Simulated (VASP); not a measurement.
PbS (Galena):

```
CELL_PARAMETERS angstrom
0.00000 2.96575 2.96575
2.96575 0.00000 2.96575
2.96575 2.96575 0.00000
ATOMIC_POSITIONS crystal
Pb 0.00000 0.00000 0.00000
S 0.50000 0.50000 0.50000
```

- Program: VASP 6.6.1
- Task: relaxation of cell and atoms
- Functional: LDA
- Potentials or basis: VASP PAW LDA potentials, release 64 (Pb_d, S)
- Cutoff: 600 eV
- k mesh: 8 × 8 × 8
- Occupations: fermi-dirac, width 0.05 eV
- Spin: no spin polarisation

At the start: pressure -2.5 GPa; volume 26.09 Å³/atom.

Task: Where does the relaxation end?

Result: Over 3 steps the energy falls by 8.9 meV/atom and the volume is 24.99 Å³/atom (-4.2 %); space group Fm-3m (No. 225, to 0.05 Å).

The path:
```
step  energy change (eV)  largest force (eV/Å)  pressure (GPa)  volume (Å³)
   1              0.0000                0.0000           -2.51        52.17
   2             -0.0149                0.0000            1.13        49.14
   3             -0.0177                0.0000            0.04        49.98
```

Final structure:
```cif
data_structure
_symmetry_space_group_name_H-M 'P 1'
_symmetry_Int_Tables_number 1
_cell_length_a 4.1347
_cell_length_b 4.1347
_cell_length_c 4.1347
_cell_angle_alpha 60.000
_cell_angle_beta 60.000
_cell_angle_gamma 60.000
_cell_volume 49.98
loop_
_atom_site_label
_atom_site_type_symbol
_atom_site_fract_x
_atom_site_fract_y
_atom_site_fract_z
_atom_site_occupancy
Pb1 Pb 0.00000 0.00000 0.00000 1
S1 S 0.50000 0.50000 0.50000 1
```
